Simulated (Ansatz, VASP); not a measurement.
One calculation of Sn3Te2, two programs

Contents of INCAR:

```
SYSTEM = Sn3Te2
PREC     = Accurate       ! precision mode
ENCUT    = 520            ! plane-wave cutoff, eV
EDIFF    = 1E-7           ! SCF threshold, eV
ISMEAR   = 0              ! smearing method
SIGMA    = 0.2            ! smearing width, eV
LREAL    = .False.        ! projectors in reciprocal space
LASPH    = .True.         ! aspherical terms in the spheres
NELM     = 100            ! most SCF steps
ALGO     = Fast           ! electronic algorithm
ISIF     = 2              ! what is computed and relaxed
LWAVE    = .False.        ! write WAVECAR
LCHARG   = .False.        ! write CHGCAR
GGA      = PE             ! functional
NBANDS   = 65             ! bands
```

The input KPOINTS:

```
regular mesh
0
Gamma
  6 6 2
  0 0 0
```

The input POSCAR:

```
Sn3Te2
1.0
    4.5569446570      0.0000000000      0.0000000000
    0.0000000000      4.5569446570      0.0000000000
    0.0000000000      0.0000000000     15.1387056282
Sn Te
6 4
Direct
    1.0000000000      0.5000000000      0.3955176794
    0.0000000000      0.5000000000      0.8179832131
    0.5000000000      0.0000000000      0.6044823206
    0.5000000000      1.0000000000      0.1820167869
    0.5000000000      0.5000000000      0.0000000000
    0.0000000000      1.0000000000      0.0000000000
    0.0000000000      0.5000000000      0.1846620380
    1.0000000000      0.5000000000      0.6039316573
    0.5000000000      1.0000000000      0.8153379620
    0.5000000000      1.0000000000      0.3960683427
```

Input for Ansatz:

```yaml
crystal:
  lattice:
    - [4.556944657, 0.0, 0.0]
    - [0.0, 4.556944657, 0.0]
    - [0.0, 0.0, 15.1387056282]
  atoms:
    - { symbol: Sn, position: [1.0, 0.5, 0.3955176794] }
    - { symbol: Sn, position: [0.0, 0.5, 0.8179832131] }
    - { symbol: Sn, position: [0.5, 0.0, 0.6044823206] }
    - { symbol: Sn, position: [0.5, 1.0, 0.1820167869] }
    - { symbol: Sn, position: [0.5, 0.5, 0.0] }
    - { symbol: Sn, position: [0.0, 1.0, 0.0] }
    - { symbol: Te, position: [0.0, 0.5, 0.184662038] }
    - { symbol: Te, position: [1.0, 0.5, 0.6039316573] }
    - { symbol: Te, position: [0.5, 1.0, 0.815337962] }
    - { symbol: Te, position: [0.5, 1.0, 0.3960683427] }
basis:
  ecutwfc: 420
kpoints:
  mp_grid: { grid: [6, 6, 2] }
hamiltonian:
  xc: pbe
scf:
  occupations: { method: gaussian, width: 0.2 }
  lower_state_search: "off"
output:
  forces: true
  stress: true
  eigenvalues: true
```

Alike in both runs: task single point; functional PBE; k mesh 6 × 6 × 2; occupations gaussian, width 0.2 eV; no spin polarisation.

```csv
,VASP,Ansatz
version,VASP 6.6.1,Ansatz 0.2.0
potentials or method,"VASP PAW PBE potentials, release 64 (Sn_d, Te), cutoff 520 eV","scalar-relativistic, plane waves, PAW"
valence electrons in the cell,108,148
```

|  | VASP | Ansatz | Ansatz less VASP |
| --- | --- | --- | --- |
| gap on the k mesh at the Fermi level (eV) | none | none | - |
| pressure (GPa) | -0.1 | 0.0 | +0.03 |
| traceless stress, the component that is largest in VASP (GPa) | 0.21 | 0.21 | +0.002 |
| rms of the force components (eV/Å) | 0.018 | 0.019 | +0.0003 |

Atom by atom the forces differ by 0.000 eV/Å (rms over components). A gap of «none» marks a metal or a gap that the smearing closes. VASP's potentials hold 108 valence electrons a cell and Ansatz's 148, so a difference there can come from the potentials and not from the codes.

Spin-orbit coupling is off throughout.
